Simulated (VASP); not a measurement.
# SrCl2 (Cm) in VASP: single point with PBE

Aim: the single point of SrCl2 with PBE.

All numbers are computed with VASP 6.6.1; they aren't measurements. Logs are shortened: lines on timing, memory, paths and dates and some standing lists are left out, and cuts for length are marked.

### 1 The cell of the first run

It takes space group Cm (No. 8, monoclinic). The conventional cell has a = 7.225 Å, b = 3.963 Å, c = 6.591 Å, α = 90.00°, β = 111.43°, γ = 90.00°. Sr (site symmetry m) has 6 Cl at 2.88 to 2.90 Å within 3.8 Å. Cl (site symmetry m) has 3 Sr at 2.88 Å and 4 Cl at 3.34 to 3.68 Å within 3.8 Å. Within 3.8 Å of Cl (site symmetry m) lie 3 Sr at 2.88 to 2.90 Å and 4 Cl at 3.34 to 3.68 Å.

### 2 Single point, PBE (uniaxial x strain -5.0%)

File INCAR:

```
PREC     = Accurate       # precision mode
ENCUT    = 520            # plane-wave cutoff, eV
EDIFF    = 1E-6           # SCF threshold, eV
ISMEAR   = -1             # smearing method
SIGMA    = 0.02           # smearing width, eV
LREAL    = False          # projectors in reciprocal space
LASPH    = True           # aspherical terms in the spheres
NELM     = 60             # most SCF steps
ALGO     = Normal         # electronic algorithm
ISIF     = 2              # what is computed and relaxed
LWAVE    = False          # write WAVECAR
LCHARG   = False          # write CHGCAR
GGA      = PE             # functional
NBANDS   = 19             # bands
```

File KPOINTS:

```
Automatic mesh
0
Gamma
  8 8 8
```

File POSCAR:

```
SrCl2
1.0
    1.9814565639      1.2042047164      6.1350485037
   -1.9814565639      1.2042047164      6.1350485037
    0.0000000000     -2.4084094327      6.1350485037
Sr Cl
1 2
Direct
    0.0046302803      0.0046302803     -0.0087895295
    0.4208823512      0.4208823512      0.4302669660
    0.2411540351      0.2411540351      0.2451892302
```

Potentials or basis: VASP PAW PBE potentials, release 64 (Sr_sv, Cl).

On the command line:

```
$ cat potpaw_PBE.64/Sr_sv/POTCAR potpaw_PBE.64/Cl/POTCAR > POTCAR
$ mpirun -np 1 vasp_std > vasp.out
```

OUTCAR:

```text
PREC = Accurate
   ENCUT = 520
   EDIFF = 1E-6
   ISMEAR = -1
   LREAL = False
   LASPH = True
   NELM = 60
   ISIF = 2
   GGA = PE

 ion  position               nearest neighbor table
   1  0.005  0.005  0.991-   3 2.88   3 2.88   2 2.88   2 2.88   2 2.88   3 2.90
   2  0.421  0.421  0.430-   1 2.88   1 2.88   1 2.88
   3  0.241  0.241  0.245-   1 2.88   1 2.88   1 2.90

  LATTYP: Found a base centered monoclinic cell.
 ALAT       =     7.2252282982
 B/A-ratio  =     0.5484827557
 C/A-ratio  =     0.9121990501
 COS(beta)  =    -0.3654173213

  Lattice vectors:

 A1 = (   1.9814565639,   3.6126141491,   0.0000000000)
 A2 = (  -1.9814565639,   3.6126141491,   0.0000000000)
 A3 = (   0.0000000000,  -2.4084094327,   6.1350485037)

Analysis of symmetry for initial positions (statically):
=====================================================================
 Subroutine PRICEL returns:
 Original cell was already a primitive cell.

 Routine SETGRP: Setting up the symmetry group for a
 base centered monoclinic supercell.

 Subroutine GETGRP returns: Found  2 space group operations
 (whereof  2 operations were pure point group operations)
 out of a pool of  4 trial point group operations.

The static configuration has the point symmetry C_1h.

Analysis of symmetry for dynamics (positions and initial velocities):
=====================================================================
 Subroutine PRICEL returns:
 Original cell was already a primitive cell.

 Routine SETGRP: Setting up the symmetry group for a
 base centered monoclinic supercell.

 Subroutine GETGRP returns: Found  2 space group operations
 (whereof  2 operations were pure point group operations)
 out of a pool of  4 trial point group operations.

The dynamic configuration has the point symmetry C_1h.

 Subroutine INISYM returns: Found  2 space group operations
 (whereof  2 operations are pure point group operations),
 and found     1 'primitive' translations

----------------------------------------------------------------------------------------

                                     Primitive cell

  volume of cell :      87.8323

  direct lattice vectors                    reciprocal lattice vectors
     1.981456564  1.204204716  6.135048504     0.252339622  0.138403931  0.054332632
    -1.981456564  1.204204716  6.135048504    -0.252339622  0.138403931  0.054332632
     0.000000000 -2.408409433  6.135048504     0.000000000 -0.276807862  0.054332632

  length of vectors
     6.558589731  6.558589731  6.590846390     0.292887295  0.292887295  0.282089751

  position of ions in fractional coordinates (direct lattice)
     0.004630280  0.004630280  0.991210471
     0.420882351  0.420882351  0.430266966
     0.241154035  0.241154035  0.245189230

  ion indices of the primitive-cell ions
   primitive index   ion index
                 1           1
                 2           2
                 3           3

----------------------------------------------------------------------------------------

 KPOINTS: Automatic mesh

Automatic generation of k-mesh.
 Grid dimensions read from file:
 generate k-points for:    8    8    8

 Generating k-lattice:

  Cartesian coordinates                     Fractional coordinates (reciprocal lattice)
     0.031542453  0.017300491  0.006791579     0.125000000  0.000000000  0.000000000
    -0.031542453  0.017300491  0.006791579     0.000000000  0.125000000  0.000000000
     0.000000000 -0.034600983  0.006791579     0.000000000  0.000000000  0.125000000

  Length of vectors
     0.036610912  0.036610912  0.035261219

  Shift w.r.t. Gamma in fractional coordinates (k-lattice)
     0.000000000  0.000000000  0.000000000

 Subroutine IBZKPT returns following result:
 ===========================================

 Found    150 irreducible k-points:

 Following reciprocal coordinates:
            Coordinates               Weight
  0.000000  0.000000  0.000000      1.000000
  0.125000  0.000000  0.000000      4.000000
  0.250000  0.000000  0.000000      4.000000
  0.375000  0.000000  0.000000      4.000000
  0.500000  0.000000  0.000000      2.000000
  0.125000  0.125000  0.000000      2.000000
[... 16 lines left out ...]
  0.125000  0.000000  0.125000      4.000000
  0.250000  0.000000  0.125000      4.000000
 [... further k-points ...]
   k-points           NKPTS =    150   k-points in BZ     NKDIM =    150   number of bands    NBANDS=     19
   number of dos      NEDOS =    301   number of ions     NIONS =      3
   total plane-waves  NPLWV = 125000
   dimension x,y,z NGX =    50 NGY =   50 NGZ =   50
   dimension x,y,z NGXF=   100 NGYF=  100 NGZF=  100
   ions per type =               1   2
   NGX,Y,Z   is equivalent  to a cutoff of  12.67, 12.67, 12.61 a.u.
   NGXF,Y,Z  is equivalent  to a cutoff of  25.35, 25.35, 25.22 a.u.
 SYSTEM =  unknown system
   PREC   = accura    normal or accurate (medium, high low for compatibility)
   ISTART =      0    job   : 0-new  1-cont  2-samecut
   ICHARG =      2    charge: 1-file 2-atom 10-const
   ISPIN  =      1    spin polarized calculation?
   LNONCOLLINEAR =      F non collinear calculations
   LSORBIT =      F    spin-orbit coupling
   LASPH  =      T    aspherical Exc in radial PAW
   ENCUT  =  520.0 eV  38.22 Ry    6.18 a.u.  12.19 12.19 12.25*2*pi/ulx,y,z
   NELM   =     60;   NELMIN=  2; NELMDL= -5     # of ELM steps
   EDIFF  = 0.1E-05   stopping-criterion for ELM
   LREAL  =      F    real-space projection
   EDIFFG = 0.1E-04   stopping-criterion for IOM
   NSW    =      0    number of steps for IOM
   IBRION =     -1    ionic relax: 0-MD 1-quasi-New 2-CG
   NFREE  =      0    steps in history (QN), initial steepest desc. (CG)
   ISIF   =      2    stress and relaxation
   ISYM   =      2    0-nonsym 1-usesym 2-fastsym
   POTIM  = 0.5000    time-step for ionic-motion
   TEBEG  =    0.0;   TEEND  =   0.0 temperature during run
   PSTRESS=    0.0 pullay stress
   NELECT =      24.0000    total number of electrons
   NUPDOWN=      -1.0000    fix difference up-down
   EMIN   =  10.00;   EMAX   =-10.00  energy-range for DOS
   EFERMI =   0.00;   METHOD = LEGACY
   ISMEAR =    -1;   SIGMA  =   0.02  broadening in eV -4-tet -1-fermi 0-gaus
   EFERMI_NEDOS =   21; number of points for ismear=-14 and -15
   IALGO  =     38    algorithm
   IMIX   =      4    mixing-type and parameters
     AMIX     =   0.40;   BMIX     =  1.00
     AMIX_MAG =   1.60;   BMIX_MAG =  1.00
  volume/ion in A,a.u.               =      29.28       197.57
  Fermi-wavevector in a.u.,A,eV,Ry     =   1.062333  2.007518 15.354864  1.128551
  Thomas-Fermi vector in A             =   2.197780
   LORBIT       =      0    0 simple, 1 ext, 2 COOP (PROOUT), +10 PAW based schemes
   GGA     = PE    functional components
   LHFCALC =     F    Hartree Fock is set to
   AEXX    =    0.0000 exact exchange contribution
   IVDW    =     0    specifies the selected vdW correction
   LEPSILON=     F    determine dielectric tensor
   LRPA    =     F    only Hartree local field effects (RPA)
 non-spin polarized calculation
  energy-cutoff  :      520.00
  volume of cell :       87.83
 maximum number of plane-waves:      2395
 NGX is ok and might be reduce to    50
   NGX = 25   NGY = 25   NGZ = 25

 number of electron      24.0000000 magnetization

 Free energy of the ion-electron system (eV)
  ---------------------------------------------------
  ext. energy  EPLUGINS =         0.00000000
  ---------------------------------------------------
  free energy    TOTEN  =       -12.09111391 eV

  energy without entropy =      -12.09111391  energy(sigma->0) =      -12.09111391

 E-fermi :   0.4426     XC(G=0):  -8.1214

 val. band max:        0.0010311957   @ k =   0.0000   0.0000   0.0000
 cond. band min:       4.3875515897   @ k =   0.5000   0.5000   0.0000
 fundamental gap:      4.3865203941
 Fermi energy:         0.4426311350

 k-point     1 :       0.0000    0.0000    0.0000
  band No.  band energies     occupation
      1     -33.1183      2.00000
      2     -15.4274      2.00000
      3     -15.0920      2.00000
      4     -15.0917      2.00000
      5     -13.3424      2.00000
      6     -12.4074      2.00000
[... 11 lines left out ...]
     18       7.2449      0.00000
     19       8.1584      0.00000

 k-point     2 :       0.1250    0.0000    0.0000
  band No.  band energies     occupation
      1     -33.1146      2.00000
      2     -15.3883      2.00000
      3     -15.1988      2.00000
      4     -15.1030      2.00000
      5     -13.2322      2.00000
      6     -12.4589      2.00000
[... 11 lines left out ...]
     18       7.3972      0.00000
     19       8.8417      0.00000

 k-point     3 :       0.2500    0.0000    0.0000
  band No.  band energies     occupation
      1     -33.1057      2.00000
      2     -15.4176      2.00000
      3     -15.2877      2.00000
      4     -15.1316      2.00000
      5     -13.0026      2.00000
      6     -12.5884      2.00000
[... 11 lines left out ...]
     18       7.8586      0.00000
     19       9.8245      0.00000

 k-point     4 :       0.3750    0.0000    0.0000
  band No.  band energies     occupation
      1     -33.0968      2.00000
      2     -15.6026      2.00000
      3     -15.1773      2.00000
      4     -15.1597      2.00000
      5     -12.8077      2.00000
      6     -12.7240      2.00000
[... 11 lines left out ...]
     18       8.2576      0.00000
     19       9.5770      0.00000

 k-point     5 :       0.5000    0.0000    0.0000
  band No.  band energies     occupation
      1     -33.0931      2.00000
      2     -15.6725      2.00000
      3     -15.1716      2.00000
      4     -15.1276      2.00000
      5     -12.7952      2.00000
      6     -12.7215      2.00000
[... 11 lines left out ...]
     18       8.7118      0.00000
     19       9.4481      0.00000
[... 334 lines left out ...]
      2     -15.6538      2.00000
      3     -15.1522      2.00000
      4     -15.1482      2.00000
      5     -12.8910      2.00000
      6     -12.6321      2.00000
[... 11 lines left out ...]
     18       8.6659      0.00000
     19       9.3378      0.00000

 k-point    22 :       0.0000    0.0000    0.1250
  band No.  band energies     occupation
      1     -33.1154      2.00000
      2     -15.3905      2.00000
      3     -15.1960      2.00000
      4     -15.1008      2.00000
      5     -13.2306      2.00000
      6     -12.4611      2.00000
[... 11 lines left out ...]
     18       7.4223      0.00000
     19       8.7509      0.00000

 k-point    23 :       0.1250    0.0000    0.1250
  band No.  band energies     occupation
      1     -33.1146      2.00000
      2     -15.3895      2.00000
      3     -15.1986      2.00000
      4     -15.1030      2.00000
      5     -13.2251      2.00000
      6     -12.4660      2.00000
[... 11 lines left out ...]
     18       7.3812      0.00000
     19       8.8163      0.00000

 k-point    24 :       0.2500    0.0000    0.1250
  band No.  band energies     occupation
      1     -33.1077      2.00000
      2     -15.3633      2.00000
      3     -15.3180      2.00000
      4     -15.1206      2.00000
      5     -13.0555      2.00000
      6     -12.5596      2.00000
[... 11 lines left out ...]
     18       7.7573      0.00000
     19       9.6358      0.00000

 [... further k-points ...]
[... 5 lines left out ...]
  --------------------------------------------------------------------------------------
  -------------------------------------------------------------------------------------
  Total        2.0686103      1.4435074      1.0001468      0.0000000      0.0673072      0.0000000
  in kB       37.7341989     26.3314922     18.2440064      0.0000000      1.2277733      0.0000000
  external PRESSURE =      27.4365658 kB  Pullay stress =       0.0000000 kB

 VOLUME and BASIS-vectors are now :
 -----------------------------------------------------------------------------
  energy-cutoff  :      520.00
  volume of cell :       87.83
      direct lattice vectors                 reciprocal lattice vectors
     1.981456564  1.204204716  6.135048504     0.252339622  0.138403931  0.054332632
    -1.981456564  1.204204716  6.135048504    -0.252339622  0.138403931  0.054332632
     0.000000000 -2.408409433  6.135048504     0.000000000 -0.276807862  0.054332632

 POSITION                                       TOTAL-FORCE (eV/Angst)
 -----------------------------------------------------------------------------------
      0.00000     -2.37609      6.13794         0.000000     -0.004006     -0.002859
      0.00000     -0.02260      7.80398         0.000000      0.001478      0.001134
      0.00000     -0.00972      4.46323         0.000000      0.002529      0.001725
 -----------------------------------------------------------------------------------
    total drift:                               -0.000000     -0.000061     -0.000039

  FREE ENERGIE OF THE ION-ELECTRON SYSTEM (eV)
  ---------------------------------------------------
  free  energy   TOTEN  =       -12.0911139102 eV

  energy  without entropy=      -12.0911139102  energy(sigma->0) =      -12.09111391
```

Run time: 4.6 min. Hardware: 1 thread of Intel Xeon 6975P-C (Granite Rapids), shared host; peak memory 0.51 GiB.

What came out:

```yaml
Free_energy: -12.0911 eV
Pressure: 2.7 GPa
Largest_force: 0.005 eV/Å
Band_gap_on_the_k_mesh: 4.39 eV, indirect (least direct gap 4.52 eV)
```

Forces in eV/Å, atoms in the order of the input:
```
Sr   0.000 -0.004 -0.003
Cl   0.000  0.001  0.001
Cl   0.000  0.003  0.002
```

Caveat: the cell differs from its parent crystal (uniaxial x strain -5.0%).
